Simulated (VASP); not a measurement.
# CoSi2 (Fm-3m) in VASP: single point with PBE

Aim: the single point of CoSi2 with PBE.

Program: VASP 6.6.1. These are calculated values, not measurements. Logs are shortened: lines on timing, memory, paths and dates and some standing lists are left out, and cuts for length are marked.

## (1) The cell of the first run

Symmetry: Fm-3m, No. 225, cubic system. Conventional cell: a = 5.470 Å, b = 5.470 Å, c = 5.470 Å, α = 90.00°, β = 90.00°, γ = 90.00°. Within 3.1 Å of Co (site symmetry m-3m) lie 8 Si at 2.37 Å. Si (site symmetry -43m) has 4 Co at 2.37 Å and 6 Si at 2.74 Å within 3.1 Å.

## (2) Single point, PBE, collinear spin, ferromagnetic start (13.64 Å³/atom)

Contents of INCAR:

```
SYSTEM = CoSi2
  PREC = Accurate
  ENCUT = 600
  EDIFF = 1E-6
  ISMEAR = -1
  SIGMA = 0.05
  LREAL = .FALSE.
  LASPH = .TRUE.
  NELM = 200
  ALGO = Normal
  ISIF = 2
  LWAVE = .FALSE.
  LCHARG = .TRUE.
  ISPIN = 2
  MAGMOM = 2 0 0
  LORBIT = 11
  LMAXMIX = 4
  GGA = PE
  LELF = .TRUE.
  LVHAR = .TRUE.
  NBANDS = 20
  GGA_COMPAT = .FALSE.
```

Contents of KPOINTS:

```
Automatic mesh
0
G
  15 15 15
  0 0 0
```

Contents of POSCAR:

```
CoSi2
1.0
    0.0000000000      2.7351113962      2.7351113962
    2.7351113962      0.0000000000      2.7351113962
    2.7351113962      2.7351113962      0.0000000000
Co Si
1 2
Direct
    0.0000000000      0.0000000000      0.0000000000
    0.2500000000      0.2500000000      0.2500000000
    0.7500000000      0.7500000000      0.7500000000
```

Potentials or basis: VASP PAW PBE potentials, release 64 (Co, Si).

The run is started by

```bash
$ cat potpaw_PBE.64/Co/POTCAR potpaw_PBE.64/Si/POTCAR > POTCAR
$ mpirun -np 1 vasp_std > vasp.out
```

OUTCAR:

```text
SYSTEM = CoSi2
   PREC = Accurate
   ENCUT = 600
   EDIFF = 1E-6
   ISMEAR = -1
   LREAL = .FALSE.
   LASPH = .TRUE.
   NELM = 200
   ISIF = 2
   ISPIN = 2
   LORBIT = 11
   GGA = PE

 ion  position               nearest neighbor table
   1  0.000  0.000  0.000-   3 2.37   3 2.37   3 2.37   2 2.37   3 2.37   2 2.37   2 2.37   2 2.37

   2  0.250  0.250  0.250-   1 2.37   1 2.37   1 2.37   1 2.37   3 2.74   3 2.74   3 2.74   3 2.74
                             3 2.74   3 2.74
   3  0.750  0.750  0.750-   1 2.37   1 2.37   1 2.37   1 2.37   2 2.74   2 2.74   2 2.74   2 2.74
                             2 2.74   2 2.74

  LATTYP: Found a face centered cubic cell.
 ALAT       =     5.4702227924

  Lattice vectors:

 A1 = (   0.0000000000,   2.7351113962,   2.7351113962)
 A2 = (   2.7351113962,   0.0000000000,   2.7351113962)
 A3 = (   2.7351113962,   2.7351113962,   0.0000000000)

Analysis of symmetry for initial positions (statically):
=====================================================================
 Subroutine PRICEL returns:
 Original cell was already a primitive cell.

 Routine SETGRP: Setting up the symmetry group for a
 face centered cubic supercell.

 Subroutine GETGRP returns: Found 48 space group operations
 (whereof 48 operations were pure point group operations)
 out of a pool of 48 trial point group operations.

The static configuration has the point symmetry O_h .

Analysis of symmetry for dynamics (positions and initial velocities):
=====================================================================
 Subroutine PRICEL returns:
 Original cell was already a primitive cell.

 Routine SETGRP: Setting up the symmetry group for a
 face centered cubic supercell.

 Subroutine GETGRP returns: Found 48 space group operations
 (whereof 48 operations were pure point group operations)
 out of a pool of 48 trial point group operations.

The dynamic configuration has the point symmetry O_h .

Analysis of structural, dynamic, and magnetic symmetry:
=====================================================================
 Subroutine PRICEL returns:
 Original cell was already a primitive cell.

 Routine SETGRP: Setting up the symmetry group for a
 face centered cubic supercell.

 Subroutine GETGRP returns: Found 48 space group operations
 (whereof 48 operations were pure point group operations)
 out of a pool of 48 trial point group operations.

The overall configuration has the point symmetry O_h .

 Subroutine INISYM returns: Found 48 space group operations
 (whereof 48 operations are pure point group operations),
 and found     1 'primitive' translations
[... 122 lines left out ...]
   GGA     = PE    functional components
   LHFCALC =     F    Hartree Fock is set to
   AEXX    =    0.0000 exact exchange contribution
   IVDW    =     0    specifies the selected vdW correction
   LEPSILON=     F    determine dielectric tensor
   LRPA    =     F    only Hartree local field effects (RPA)
 spin polarized calculation
  energy-cutoff  :      600.00
  volume of cell :       40.92
 maximum number of plane-waves:      1382
   NGX = 15   NGY = 15   NGZ = 15

 number of electron      17.0000003 magnetization      -0.0011674

 number of electron      17.0000003 magnetization       0.0000127

 Free energy of the ion-electron system (eV)
  ---------------------------------------------------
  ext. energy  EPLUGINS =         0.00000000
  ---------------------------------------------------
  free energy    TOTEN  =       -19.22063165 eV

  energy without entropy =      -19.21046221  energy(sigma->0) =      -19.21554693

 E-fermi :   9.2417     XC(G=0): -11.4580

 val. band max:        9.2259361164   @ k =   0.3333   0.1333   0.0667
 cond. band min:       9.2419096914   @ k =  -0.3333   0.2000   0.0000
 fundamental gap:      0.0159735750
 Fermi energy:         9.2416909815

 spin component 1

 k-point     1 :       0.0000    0.0000    0.0000
  band No.  band energies     occupation
      1      -3.3820      1.00000
      2       5.4582      1.00000
      3       5.4582      1.00000
      4       5.4582      1.00000
      5       7.5501      1.00000
      6       7.5501      1.00000
[... 541 lines left out ...]
     19      21.8264      0.00000
     20      25.0275      0.00000

 [... further k-points ...]

 spin component 2

 k-point     1 :       0.0000    0.0000    0.0000
  band No.  band energies     occupation
      1      -3.3820      1.00000
      2       5.4581      1.00000
      3       5.4581      1.00000
      4       5.4581      1.00000
      5       7.5501      1.00000
      6       7.5501      1.00000
[... 541 lines left out ...]
     19      21.8268      0.00000
     20      25.0276      0.00000

 [... further k-points ...]

------------------------ aborting loop because EDIFF is reached ----------------------------------------

  FORCE on cell =-STRESS in cart. coord.  units (eV):
  Direction    XX          YY          ZZ          XY          YZ          ZX
  --------------------------------------------------------------------------------------
  -------------------------------------------------------------------------------------
  Total       -2.4465473     -2.4465473     -2.4465473     -0.0000000      0.0000000      0.0000000
  in kB      -95.7875683    -95.7875683    -95.7875683     -0.0000000      0.0000000      0.0000000
  external PRESSURE =     -95.7875683 kB  Pullay stress =       0.0000000 kB

 VOLUME and BASIS-vectors are now :
 -----------------------------------------------------------------------------
  energy-cutoff  :      600.00
  volume of cell :       40.92
      direct lattice vectors                 reciprocal lattice vectors
     0.000000000  2.735111396  2.735111396    -0.182807911  0.182807911  0.182807911
     2.735111396  0.000000000  2.735111396     0.182807911 -0.182807911  0.182807911
     2.735111396  2.735111396  0.000000000     0.182807911  0.182807911 -0.182807911

 POSITION                                       TOTAL-FORCE (eV/Angst)
 -----------------------------------------------------------------------------------
      0.00000      0.00000      0.00000        -0.000000      0.000000     -0.000000
      1.36756      1.36756      1.36756        -0.000000     -0.000000     -0.000000
      4.10267      4.10267      4.10267         0.000000     -0.000000      0.000000
 -----------------------------------------------------------------------------------
    total drift:                                0.000000     -0.000000      0.000000

  FREE ENERGIE OF THE ION-ELECTRON SYSTEM (eV)
  ---------------------------------------------------
  free  energy   TOTEN  =       -19.2206316534 eV

  energy  without entropy=      -19.2104622060  energy(sigma->0) =      -19.21554693

 total charge

# of ion       s       p       d       tot
------------------------------------------
    1        0.508   0.647   7.533   8.689
    2        0.720   0.833   0.000   1.553
    3        0.720   0.833   0.000   1.553
--------------------------------------------------
tot          1.948   2.313   7.533  11.795

 magnetization (x)

# of ion       s       p       d       tot
------------------------------------------
    1        0.000  -0.000  -0.000  -0.000
    2       -0.000  -0.000   0.000  -0.000
    3       -0.000  -0.000   0.000  -0.000
--------------------------------------------------
tot         -0.000  -0.000  -0.000  -0.000
```

stdout:

```text
POSCAR found type information on POSCAR CoSi
 POSCAR found :  2 types and       3 ions
 scaLAPACK will be used
 LDA part: xc-table for (Slater+PW92), standard interpolation
 POSCAR, INCAR and KPOINTS ok, starting setup
 FFT: planning ... GRIDC
 FFT: planning ... GRID_SOFT
 FFT: planning ... GRID
 WAVECAR not read
 entering main loop
```

It took 2.1 min on 1 thread of Oxide Virtual Turin-like, shared host; peak memory 0.29 GiB.

What came out:

```
Free energy                                           : -19.2206 eV
Pressure                                              : -9.6 GPa
Net moment                                            : 0.00 μB per cell
Valence electrons inside the program's atomic spheres : Co 8.69; Si 1.55
```

Caveat: the cell stands under tension; the moments typed at the start vanished in this run.
